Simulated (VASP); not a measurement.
# Mg16S15O (a cell with a defect) in VASP: a series of runs, part 2 of 2

VASP 6.6.1. Earlier steps stand in the parts before.

### 3 Single point, PBE, collinear spin

The input, INCAR:

```
PREC = Accurate ; ENCUT = 520
EDIFF = 1E-7 ; ISMEAR = 0
SIGMA = 0.01 ; LREAL = Auto
LASPH = T ; NELM = 150
ALGO = Normal ; ISIF = 2
LWAVE = F ; LCHARG = F
ISPIN = 2 ; MAGMOM = 0.143 0 0 0 0.143 0 0.143 0 0.143 0 0 0 0.143 0.143 0 0 0.143 0 0 0 0 0 0 0 0 0 0 0 0 0 0 0
LORBIT = 11 ; GGA = PE
NBANDS = 90 ; NELECT = 129.0
```

The input, KPOINTS:

```
Automatic mesh
0
Gamma
  2 2 2
  0.5 0.5 0.5
```

The input, POSCAR:

```
Mg16S15O
1.0
    5.2297549267      5.2297549267     -5.2297549267
   -5.2297549267     -5.2297549267     -5.2297549267
   -5.2297549267      5.2297549267      5.2297549267
Mg O S
16 1 15
Direct
    0.2500000000      0.0218002200      0.7718002200
    0.5000000000      0.7500000000      0.7500000000
    0.7500000000      0.5000000000      0.7500000000
    0.7500000000      0.0000000000      0.2500000000
    0.0218002200      1.0218002200      0.0000000000
    0.2500000000      0.7500000000      0.0000000000
    0.4781997800      0.4781997800      0.0000000000
    0.7500000000      0.2500000000      0.0000000000
    0.0218002200      0.2500000000      0.7718002200
    0.5000000000      0.0000000000      0.5000000000
    0.7500000000      0.7500000000      0.5000000000
    0.0000000000      0.7500000000      0.2500000000
    0.2500000000      0.4781997800      0.2281997800
    0.4781997800      0.2500000000      0.2281997800
    0.0000000000      0.5000000000      0.5000000000
    0.2500000000      0.2500000000      0.5000000000
    0.2500000000      0.2500000000      0.0000000000
    0.4977814954      0.0022185046      0.0000000000
    0.7500000000      0.7500000000      0.0000000000
    0.7500000000      0.2500000000      0.5000000000
    0.0022185046      0.2500000000      0.2477814954
    0.2500000000      0.0022185046      0.2477814954
    0.4977814954      0.7455629907      0.2477814954
    0.7455629907      0.4977814954      0.2477814954
    0.0022185046      0.4977814954      0.0000000000
    0.4977814954      0.2500000000      0.7522185046
    0.7544370093      0.0022185046      0.7522185046
    0.0022185046      0.0022185046      0.5044370093
    0.2500000000      0.7500000000      0.5000000000
    0.4977814954      0.4977814954      0.4955629907
    0.0022185046      0.7544370093      0.7522185046
    0.2500000000      0.4977814954      0.7522185046
```

Potentials or basis: VASP PAW PBE potentials, release 64 (Mg, O, S).

On the command line:

```
> cat potpaw_PBE.64/Mg/POTCAR potpaw_PBE.64/O/POTCAR potpaw_PBE.64/S/POTCAR > POTCAR
> mpirun -np 1 vasp_std > vasp.out
```

OUTCAR:

```text
PREC = Accurate
   ENCUT = 520
   EDIFF = 1E-7
   ISMEAR = 0
   LREAL = Auto
   LASPH = T
   NELM = 150
   ISIF = 2
   ISPIN = 2
   LORBIT = 11
   GGA = PE
   NELECT = 129.0

 ion  position               nearest neighbor table
   1  0.250  0.022  0.772-  17 2.39  28 2.60  31 2.60  18 2.60  26 2.60  29 2.84   5 3.38   9 3.38
                            14 3.38   7 3.38
   2  0.500  0.750  0.750-  19 2.61  29 2.61  18 2.64  32 2.64  30 2.64  27 2.64
   3  0.750  0.500  0.750-  19 2.61  20 2.61  25 2.64  26 2.64  30 2.64  31 2.64
   4  0.750  0.000  0.250-  19 2.61  20 2.61  18 2.64  21 2.64  23 2.64  28 2.64
   5  0.022  0.022  0.000-  17 2.39  27 2.60  31 2.60  21 2.60  22 2.60  19 2.84   1 3.38   9 3.38
                            13 3.38  14 3.38
   6  0.250  0.750  0.000-  18 2.62  22 2.62  25 2.62  32 2.62  31 2.62  23 2.62
   7  0.478  0.478  0.000-  17 2.39  23 2.60  24 2.60  26 2.60  32 2.60  19 2.84  13 3.38  14 3.38
                             1 3.38   9 3.38
   8  0.750  0.250  0.000-  18 2.62  21 2.62  25 2.62  26 2.62  24 2.62  27 2.62
   9  0.022  0.250  0.772-  17 2.39  27 2.60  28 2.60  25 2.60  32 2.60  20 2.84   1 3.38   5 3.38
                            13 3.38   7 3.38
  10  0.500  0.000  0.500-  20 2.61  29 2.61  26 2.64  22 2.64  27 2.64  23 2.64
  11  0.750  0.750  0.500-  23 2.62  24 2.62  27 2.62  28 2.62  30 2.62  31 2.62
  12  0.000  0.750  0.250-  19 2.61  29 2.61  25 2.64  22 2.64  28 2.64  24 2.64
  13  0.250  0.478  0.228-  17 2.39  23 2.60  30 2.60  25 2.60  21 2.60  29 2.84   7 3.38   9 3.38
[... 7 lines left out ...]
  19  0.750  0.750  0.000-   2 2.61   3 2.61   4 2.61  12 2.61   7 2.84   5 2.84
  20  0.750  0.250  0.500-   3 2.61   4 2.61  10 2.61  15 2.61  14 2.84   9 2.84
[... 10 lines left out ...]
  31  0.002  0.754  0.752-   1 2.60   5 2.60  11 2.62   6 2.62   3 2.64  15 2.64
  32  0.250  0.498  0.752-   7 2.60   9 2.60   6 2.62  16 2.62  15 2.64   2 2.64

  LATTYP: Found a body centered cubic cell.
 ALAT       =    10.4595098534

  Lattice vectors:

 A1 = (   5.2297549267,   5.2297549267,  -5.2297549267)
 A2 = (  -5.2297549267,  -5.2297549267,  -5.2297549267)
 A3 = (  -5.2297549267,   5.2297549267,   5.2297549267)

Analysis of symmetry for initial positions (statically):
=====================================================================
 Subroutine PRICEL returns:
 Original cell was already a primitive cell.

 Routine SETGRP: Setting up the symmetry group for a
 body centered cubic supercell.

 Subroutine GETGRP returns: Found 48 space group operations
 (whereof  8 operations were pure point group operations)
 out of a pool of 48 trial point group operations.

The static configuration has the point symmetry C_4v.
 The point group associated with its full space group is O_h .

Analysis of symmetry for dynamics (positions and initial velocities):
=====================================================================
 Subroutine PRICEL returns:
 Original cell was already a primitive cell.

 Routine SETGRP: Setting up the symmetry group for a
 body centered cubic supercell.

 Subroutine GETGRP returns: Found 48 space group operations
 (whereof  8 operations were pure point group operations)
 out of a pool of 48 trial point group operations.

The dynamic configuration has the point symmetry C_4v.
 The point group associated with its full space group is O_h .

Analysis of structural, dynamic, and magnetic symmetry:
=====================================================================
 Subroutine PRICEL returns:
 Original cell was already a primitive cell.

 Routine SETGRP: Setting up the symmetry group for a
 body centered cubic supercell.

[... 158 lines left out ...]
   EFERMI_NEDOS =   21; number of points for ismear=-14 and -15
   IALGO  =     38    algorithm
   IMIX   =      4    mixing-type and parameters
     AMIX     =   0.40;   BMIX     =  1.00
     AMIX_MAG =   1.60;   BMIX_MAG =  1.00
  volume/ion in A,a.u.               =      17.88       120.66
  Fermi-wavevector in a.u.,A,eV,Ry     =   0.996407  1.882936 13.508228  0.992827
  Thomas-Fermi vector in A             =   2.128493
   LORBIT       =     11    0 simple, 1 ext, 2 COOP (PROOUT), +10 PAW based schemes
   GGA     = PE    functional components
   LHFCALC =     F    Hartree Fock is set to
   AEXX    =    0.0000 exact exchange contribution
   IVDW    =     0    specifies the selected vdW correction
   LEPSILON=     F    determine dielectric tensor
   LRPA    =     F    only Hartree local field effects (RPA)
 spin polarized calculation
 Gauss-broadening in eV      SIGMA  =   0.01
  energy-cutoff  :      520.00
  volume of cell :      572.14
 maximum number of plane-waves:     15375
 NGX is ok and might be reduce to    70
   NGX = 33   NGY = 33   NGZ = 33

 number of electron     128.9999995 magnetization       0.4999724

 Free energy of the ion-electron system (eV)
  ---------------------------------------------------
  ext. energy  EPLUGINS =         0.00000000
  ---------------------------------------------------
  free energy    TOTEN  =      -131.28083207 eV

  energy without entropy =     -131.27890379  energy(sigma->0) =     -131.27986793

 E-fermi :   6.6579     XC(G=0):  -9.5936

 val. band max:        6.6035121548   @ k =  -0.2500   0.2500   0.2500
 cond. band min:       6.6609284694   @ k =  -0.2500   0.2500   0.2500
 fundamental gap:      0.0574163146
 Fermi energy:         6.6578827674

 spin component 1

 k-point     1 :       0.2500    0.2500    0.2500
  band No.  band energies     occupation
      1     -12.8927      1.00000
      2      -8.6263      1.00000
      3      -8.6263      1.00000
      4      -8.6263      1.00000
      5      -8.5348      1.00000
      6      -7.8604      1.00000
[... 147 lines left out ...]
     75       8.6576      0.00000
     76       8.6576      0.00000
 Fermi energy:         6.6578827674

 spin component 2

 k-point     1 :       0.2500    0.2500    0.2500
  band No.  band energies     occupation
      1     -12.8819      1.00000
      2      -8.6184      1.00000
      3      -8.6184      1.00000
      4      -8.6184      1.00000
      5      -8.5270      1.00000
      6      -7.8548      1.00000
[... 147 lines left out ...]
     75       8.6870      0.00000
     76       8.6870      0.00000
 [bands above 76 left out]

------------------------ aborting loop because EDIFF is reached ----------------------------------------

  FORCE on cell =-STRESS in cart. coord.  units (eV):
  Direction    XX          YY          ZZ          XY          YZ          ZX
  --------------------------------------------------------------------------------------
  -------------------------------------------------------------------------------------
  Total        2.6574727      2.6574727      2.6574727      0.0000000      0.0000000     -0.0000000
  in kB        7.4417554      7.4417554      7.4417554      0.0000000      0.0000000     -0.0000000
  external PRESSURE =       7.4417554 kB  Pullay stress =       0.0000000 kB

 VOLUME and BASIS-vectors are now :
 -----------------------------------------------------------------------------
  energy-cutoff  :      520.00
  volume of cell :      572.14
      direct lattice vectors                 reciprocal lattice vectors
     5.229754927  5.229754927 -5.229754927     0.000000000  0.095606775 -0.095606775
    -5.229754927 -5.229754927 -5.229754927    -0.095606775  0.000000000 -0.095606775
    -5.229754927  5.229754927  5.229754927    -0.095606775  0.095606775  0.000000000

 POSITION                                       TOTAL-FORCE (eV/Angst)
 -----------------------------------------------------------------------------------
     -2.84290      5.22975      2.61488        -0.028125      0.000000      0.000000
     -5.22975      2.61488     -2.61488        -0.000000      0.000000      0.000000
     -2.61488      5.22975     -2.61488        -0.000000      0.000000      0.000000
      2.61488      5.22975     -2.61488        -0.000000      0.000000     -0.000000
      0.00000      0.00000     -0.22802        -0.000000      0.000000     -0.028125
     -2.61488     -2.61488     -5.22975        -0.000000      0.000000      0.000000
[... 24 lines left out ...]
     -7.86784     -0.00000     -0.02320         0.004982      0.000000      0.004982
     -5.22975      2.63808      0.02320        -0.000000     -0.004982     -0.004982
 -----------------------------------------------------------------------------------
    total drift:                                0.000000     -0.000000     -0.000000

  FREE ENERGIE OF THE ION-ELECTRON SYSTEM (eV)
  ---------------------------------------------------
  free  energy   TOTEN  =      -131.2808320690 eV

  energy  without entropy=     -131.2789037900  energy(sigma->0) =     -131.27986793

 total charge

# of ion       s       p       d       tot
------------------------------------------
    1        0.145   0.119   0.036   0.299
    2        0.144   0.121   0.036   0.301
    3        0.144   0.121   0.036   0.301
    4        0.144   0.121   0.036   0.301
    5        0.145   0.119   0.036   0.299
    6        0.157   0.125   0.038   0.320
[... 24 lines left out ...]
   31        1.315   2.493   0.000   3.808
   32        1.315   2.493   0.000   3.808
--------------------------------------------------
tot         23.665  42.622   0.584  66.871

 magnetization (x)

# of ion       s       p       d       tot
------------------------------------------
    1        0.006   0.001   0.000   0.008
    2        0.005   0.001   0.000   0.006
    3        0.005   0.001   0.000   0.006
    4        0.005   0.001   0.000   0.006
    5        0.006   0.001   0.000   0.008
    6        0.013   0.002   0.000   0.014
[... 24 lines left out ...]
   31        0.000  -0.001   0.000  -0.000
   32        0.000  -0.001   0.000  -0.000
--------------------------------------------------
tot          0.136   0.007   0.002   0.144
```

It took 8.8 min on 1 thread of Intel Xeon Platinum 8259CL at 2.50GHz (Skylake/Cascade Lake), shared host; peak memory 1 GiB.

Results:

| Property | Result |
| --- | --- |
| Free energy | -131.2808 eV |
| Largest force | 0.028 eV/Å |
| Net moment | 0.50 μB per cell |
| Valence electrons inside the program's atomic spheres | Mg 0.30, 0.32 (each value once); O 4.92; S 3.81, 3.79 (each value once) |

Forces on the atoms (eV/Å):
```
Mg  -0.028  0.000  0.000
Mg   0.000  0.000  0.000
Mg   0.000  0.000  0.000
Mg   0.000  0.000  0.000
Mg   0.000  0.000 -0.028
Mg   0.000  0.000  0.000
Mg   0.000  0.000  0.028
Mg   0.000  0.000  0.000
Mg   0.000  0.028  0.000
Mg   0.000  0.000  0.000
Mg   0.000  0.000  0.000
Mg   0.000  0.000  0.000
Mg   0.028  0.000  0.000
Mg   0.000 -0.028  0.000
Mg   0.000  0.000  0.000
Mg   0.000  0.000  0.000
O    0.000  0.000  0.000
S    0.005  0.005  0.000
S    0.000  0.000  0.000
S    0.000  0.000  0.000
S   -0.005  0.000  0.005
S    0.000  0.005  0.005
S   -0.005  0.000 -0.005
S    0.000  0.005 -0.005
S   -0.005 -0.005  0.000
S    0.005  0.000 -0.005
S    0.000 -0.005  0.005
S    0.005 -0.005  0.000
S    0.000  0.000  0.000
S   -0.005  0.005  0.000
S    0.005  0.000  0.005
S    0.000 -0.005 -0.005
```

Caveat: the k points lie up to 0.42 Å⁻¹ apart; the cell carries a net charge on a neutralising background, which shifts energy and pressure; the cell is charged against a uniform background, so pressure and absolute levels hang on convention.
